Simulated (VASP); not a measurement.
# AlN (F-43m) in VASP: notebook, part 2 of 2

VASP 6.6.1.

## (3) Single point, PBEsol+D3(BJ)

This run uses another cell than the first one, of 10.42 Å³/atom, 1.008 times its volume.

INCAR reads:

```
SYSTEM = AlN
PREC     = Accurate       ! precision mode
ENCUT    = 520            ! plane-wave cutoff, eV
EDIFF    = 1E-7           ! SCF threshold, eV
ISMEAR   = 0              ! smearing method
SIGMA    = 0.01           ! smearing width, eV
LREAL    = .FALSE.        ! projectors in reciprocal space
LASPH    = .TRUE.         ! aspherical terms in the spheres
NELM     = 100            ! most SCF steps
ALGO     = Normal         ! electronic algorithm
ISIF     = 2              ! what is computed and relaxed
LWAVE    = .FALSE.        ! write WAVECAR
LCHARG   = .FALSE.        ! write CHGCAR
GGA      = PS             ! functional
IVDW     = 12             ! dispersion correction
NBANDS   = 11             ! bands
```

KPOINTS reads:

```
Automatic mesh
0
G
  10 10 10
  0 0 0
```

POSCAR reads:

```
AlN
1.0
    0.0000000000      2.1839940000      2.1839940000
    2.1839940000      0.0000000000      2.1839940000
    2.1839940000      2.1839940000      0.0000000000
Al N
1 1
Direct
    0.0000000000      0.0000000000      0.0000000000
    0.7500000000      0.7500000000      0.7500000000
```

Potentials or basis: VASP PAW PBE potentials, release 64 (Al, N).

On the command line:

```
$ cat potpaw_PBE.64/Al/POTCAR potpaw_PBE.64/N/POTCAR > POTCAR
$ mpirun -np 1 vasp_std > vasp.out
```

OUTCAR:

```text
SYSTEM = AlN
   PREC = Accurate
   ENCUT = 520
   EDIFF = 1E-7
   ISMEAR = 0
   LREAL = .FALSE.
   LASPH = .TRUE.
   NELM = 100
   ISIF = 2
   GGA = PS
   IVDW = 12
 IVDW          = 12

 ion  position               nearest neighbor table
   1  0.000  0.000  0.000-   2 1.89   2 1.89   2 1.89   2 1.89
   2  0.750  0.750  0.750-   1 1.89   1 1.89   1 1.89   1 1.89

  LATTYP: Found a face centered cubic cell.
 ALAT       =     4.3679880000

  Lattice vectors:

 A1 = (   0.0000000000,   2.1839940000,   2.1839940000)
 A2 = (   2.1839940000,   0.0000000000,   2.1839940000)
 A3 = (   2.1839940000,   2.1839940000,   0.0000000000)

Analysis of symmetry for initial positions (statically):
=====================================================================
 Subroutine PRICEL returns:
 Original cell was already a primitive cell.

 Routine SETGRP: Setting up the symmetry group for a
 face centered cubic supercell.

 Subroutine GETGRP returns: Found 24 space group operations
 (whereof 24 operations were pure point group operations)
 out of a pool of 48 trial point group operations.

The static configuration has the point symmetry T_d .

Analysis of symmetry for dynamics (positions and initial velocities):
=====================================================================
 Subroutine PRICEL returns:
 Original cell was already a primitive cell.

 Routine SETGRP: Setting up the symmetry group for a
 face centered cubic supercell.

 Subroutine GETGRP returns: Found 24 space group operations
 (whereof 24 operations were pure point group operations)
 out of a pool of 48 trial point group operations.

The dynamic configuration has the point symmetry T_d .

 Subroutine INISYM returns: Found 24 space group operations
 (whereof 24 operations are pure point group operations),
 and found     1 'primitive' translations

----------------------------------------------------------------------------------------

                                     Primitive cell

  volume of cell :      20.8346

  direct lattice vectors                    reciprocal lattice vectors
     0.000000000  2.183994000  2.183994000    -0.228938358  0.228938358  0.228938358
     2.183994000  0.000000000  2.183994000     0.228938358 -0.228938358  0.228938358
     2.183994000  2.183994000  0.000000000     0.228938358  0.228938358 -0.228938358

  length of vectors
     3.088633935  3.088633935  3.088633935     0.396532868  0.396532868  0.396532868

  position of ions in fractional coordinates (direct lattice)
     0.000000000  0.000000000  0.000000000
     0.750000000  0.750000000  0.750000000

  ion indices of the primitive-cell ions
   primitive index   ion index
                 1           1
                 2           2

----------------------------------------------------------------------------------------

 KPOINTS: Automatic mesh

Automatic generation of k-mesh.
 Grid dimensions read from file:
 generate k-points for:   10   10   10

 Generating k-lattice:

  Cartesian coordinates                     Fractional coordinates (reciprocal lattice)
    -0.022893836  0.022893836  0.022893836     0.100000000  0.000000000  0.000000000
     0.022893836 -0.022893836  0.022893836     0.000000000  0.100000000  0.000000000
     0.022893836  0.022893836 -0.022893836     0.000000000  0.000000000  0.100000000

  Length of vectors
     0.039653287  0.039653287  0.039653287

  Shift w.r.t. Gamma in fractional coordinates (k-lattice)
     0.000000000  0.000000000  0.000000000

 Subroutine IBZKPT returns following result:
 ===========================================

 Found     47 irreducible k-points:

 Following reciprocal coordinates:
            Coordinates               Weight
  0.000000  0.000000  0.000000      1.000000
  0.100000  0.000000  0.000000      8.000000
  0.200000  0.000000  0.000000      8.000000
  0.300000  0.000000  0.000000      8.000000
  0.400000  0.000000  0.000000      8.000000
  0.500000  0.000000  0.000000      4.000000
[... 16 lines left out ...]
  0.300000  0.300000  0.000000      6.000000
  0.400000  0.300000  0.000000     24.000000
 [... further k-points ...]
   k-points           NKPTS =     47   k-points in BZ     NKDIM =     47   number of bands    NBANDS=     11
   number of dos      NEDOS =    301   number of ions     NIONS =      2
   total plane-waves  NPLWV =  13824
   dimension x,y,z NGX =    24 NGY =   24 NGZ =   24
   dimension x,y,z NGXF=    48 NGYF=   48 NGZF=   48
   ions per type =               1   1
   NGX,Y,Z   is equivalent  to a cutoff of  12.92, 12.92, 12.92 a.u.
   NGXF,Y,Z  is equivalent  to a cutoff of  25.84, 25.84, 25.84 a.u.
 SYSTEM =  AlN
   PREC   = accura    normal or accurate (medium, high low for compatibility)
   ISTART =      0    job   : 0-new  1-cont  2-samecut
   ICHARG =      2    charge: 1-file 2-atom 10-const
   ISPIN  =      1    spin polarized calculation?
   LNONCOLLINEAR =      F non collinear calculations
   LSORBIT =      F    spin-orbit coupling
   LASPH  =      T    aspherical Exc in radial PAW
   ENCUT  =  520.0 eV  38.22 Ry    6.18 a.u.   5.74  5.74  5.74*2*pi/ulx,y,z
   NELM   =    100;   NELMIN=  2; NELMDL= -5     # of ELM steps
   EDIFF  = 0.1E-06   stopping-criterion for ELM
   LREAL  =      F    real-space projection
   EDIFFG = 0.1E-05   stopping-criterion for IOM
   NSW    =      0    number of steps for IOM
   IBRION =     -1    ionic relax: 0-MD 1-quasi-New 2-CG
   NFREE  =      0    steps in history (QN), initial steepest desc. (CG)
   ISIF   =      2    stress and relaxation
   ISYM   =      2    0-nonsym 1-usesym 2-fastsym
   POTIM  = 0.5000    time-step for ionic-motion
   TEBEG  =    0.0;   TEEND  =   0.0 temperature during run
   PSTRESS=    0.0 pullay stress
   NELECT =       8.0000    total number of electrons
   NUPDOWN=      -1.0000    fix difference up-down
   EMIN   =  10.00;   EMAX   =-10.00  energy-range for DOS
   EFERMI =   0.00;   METHOD = LEGACY
   ISMEAR =     0;   SIGMA  =   0.01  broadening in eV -4-tet -1-fermi 0-gaus
   EFERMI_NEDOS =   21; number of points for ismear=-14 and -15
   IALGO  =     38    algorithm
   IMIX   =      4    mixing-type and parameters
     AMIX     =   0.40;   BMIX     =  1.00
     AMIX_MAG =   1.60;   BMIX_MAG =  1.00
  volume/ion in A,a.u.               =      10.42        70.30
  Fermi-wavevector in a.u.,A,eV,Ry     =   1.189899  2.248583 19.263936  1.415859
  Thomas-Fermi vector in A             =   2.325996
   LORBIT       =      0    0 simple, 1 ext, 2 COOP (PROOUT), +10 PAW based schemes
   GGA     = PS    functional components
   LHFCALC =     F    Hartree Fock is set to
   AEXX    =    0.0000 exact exchange contribution
   IVDW    =    12    specifies the selected vdW correction
   LEPSILON=     F    determine dielectric tensor
   LRPA    =     F    only Hartree local field effects (RPA)
 non-spin polarized calculation
 Gauss-broadening in eV      SIGMA  =   0.01
  energy-cutoff  :      520.00
  volume of cell :       20.83
 maximum number of plane-waves:       571
   NGX = 11   NGY = 11   NGZ = 11

 number of electron       8.0000000 magnetization

 Free energy of the ion-electron system (eV)
  ---------------------------------------------------
  ext. energy  EPLUGINS =         0.00000000
  ---------------------------------------------------
  free energy    TOTEN  =       -15.61072446 eV

  energy without entropy =      -15.61072446  energy(sigma->0) =      -15.61072446

 E-fermi :   6.0176     XC(G=0): -11.1292

 val. band max:        5.8782096722   @ k =   0.0000   0.0000   0.0000
 cond. band min:       9.0650418009   @ k =   0.5000   0.5000   0.0000
 fundamental gap:      3.1868321287
 Fermi energy:         6.0176345062

 k-point     1 :       0.0000    0.0000    0.0000
  band No.  band energies     occupation
      1      -9.0800      2.00000
      2       5.8782      2.00000
      3       5.8782      2.00000
      4       5.8782      2.00000
      5      10.0110      0.00000
      6      18.3469      0.00000
      7      18.3469      0.00000
      8      18.3469      0.00000
      9      23.4655      0.00000
     10      23.4655      0.00000
     11      24.8179      0.00000
[... 309 lines left out ...]
 k-point    24 :       0.4000    0.3000    0.0000
  band No.  band energies     occupation
      1      -7.0424      2.00000
      2       1.6971      2.00000
      3       4.1584      2.00000
      4       4.4626      2.00000
      5      10.6773      0.00000
      6      15.2859      0.00000
      7      18.0521      0.00000
      8      20.3655      0.00000
      9      20.8735      0.00000
     10      27.0755      0.00000
     11      29.3397      0.00000

 [... further k-points ...]

------------------------ aborting loop because EDIFF is reached ----------------------------------------

 Edisp (eV)   -0.45214

 E8    (eV) :    -0.2785

  FORCE on cell =-STRESS in cart. coord.  units (eV):
  Direction    XX          YY          ZZ          XY          YZ          ZX
  --------------------------------------------------------------------------------------
  -------------------------------------------------------------------------------------
  Total      -0.28711    -0.28711    -0.28711     0.00000     0.00000     0.00000
  in kB     -22.07902   -22.07902   -22.07902     0.00000     0.00000     0.00000
  external pressure =      -22.08 kB  Pullay stress =        0.00 kB

 VOLUME and BASIS-vectors are now :
 -----------------------------------------------------------------------------
  energy-cutoff  :      520.00
  volume of cell :       20.83
      direct lattice vectors                 reciprocal lattice vectors
     0.000000000  2.183994000  2.183994000    -0.228938358  0.228938358  0.228938358
     2.183994000  0.000000000  2.183994000     0.228938358 -0.228938358  0.228938358
     2.183994000  2.183994000  0.000000000     0.228938358  0.228938358 -0.228938358

 POSITION                                       TOTAL-FORCE (eV/Angst)
 -----------------------------------------------------------------------------------
      0.00000      0.00000      0.00000        -0.000000     -0.000000     -0.000000
      3.27599      3.27599      3.27599         0.000000      0.000000      0.000000
 -----------------------------------------------------------------------------------
    total drift:                               -0.000000     -0.000000     -0.000000

  FREE ENERGIE OF THE ION-ELECTRON SYSTEM (eV)
  ---------------------------------------------------
  free  energy   TOTEN  =       -16.0628682031 eV

  energy  without entropy=      -16.0628682031  energy(sigma->0) =      -16.06286820
```

Wall time 3.9 s (1 thread of Intel Xeon 6975P-C (Granite Rapids), shared host); peak memory 0.14 GiB.

Results:

- Free energy: -16.0629 eV
- Pressure: -2.2 GPa
- Band gap on the k mesh: 3.19 eV, indirect (least direct gap 4.13 eV)
- Dispersion energy per atom: -0.226 eV

Levels at points of the mesh, in eV from the valence-band top:
| k point | band 1 | band 2 | band 3 | band 4 | band 5 | band 6 | band 7 | band 8 |
| --- | --- | --- | --- | --- | --- | --- | --- | --- |
| (0.00, 0.00, 0.00) | -14.96 | 0.00 | 0.00 | 0.00 | 4.13 | 12.47 | 12.47 | 12.47 |
| (0.50, 0.00, 0.00) | -12.87 | -5.91 | -0.48 | -0.48 | 7.29 | 9.77 | 11.04 | 11.04 |
| (0.50, 0.50, 0.00) | -12.23 | -4.95 | -1.79 | -1.79 | 3.19 | 8.48 | 13.87 | 15.63 |

Caveat: three body term missing; the PAW data sets were made with another functional, which shifts forces and pressure a little. A k mesh can miss the band edges.
